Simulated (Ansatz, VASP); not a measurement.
CoSi2 in VASP and in Ansatz

```
Co Si
1.0
     0.00000    2.65642    2.65642
     2.65642    0.00000    2.65642
     2.65642    2.65642    0.00000
Co Si
1 2
Direct
  0.00000 0.00000 0.00000
  0.75000 0.75000 0.75000
  0.25000 0.25000 0.25000
```

Alike in both runs: task single point; functional LDA; k mesh 6 × 6 × 6; occupations gaussian, width 0.1 eV; no spin polarisation.

|  | VASP | Ansatz |
| --- | --- | --- |
| version | VASP 6.6.1 | Ansatz 0.2.0 |
| potentials or method | VASP PAW LDA potentials, release 64 (Co, Si), cutoff 600 eV | scalar-relativistic, plane waves, PAW |
| valence electrons in the cell | 17 | 25 |

Ansatz gave:

| Item | Value |
| --- | --- |
| gap on the k mesh at the Fermi level (eV) | none |
| pressure (GPa) | -4.2 |

Question: Which values does VASP return?

Answer: gap on the k mesh at the Fermi level (eV): none; pressure (GPa): -4.1.

LDA's correlation is that of Perdew and Zunger in VASP and of Perdew and Wang (1992) in Ansatz. A gap of «none» marks a metal or a gap that the smearing closes. VASP's potentials hold 17 valence electrons a cell and Ansatz's 25, so a difference there can come from the potentials and not from the codes.
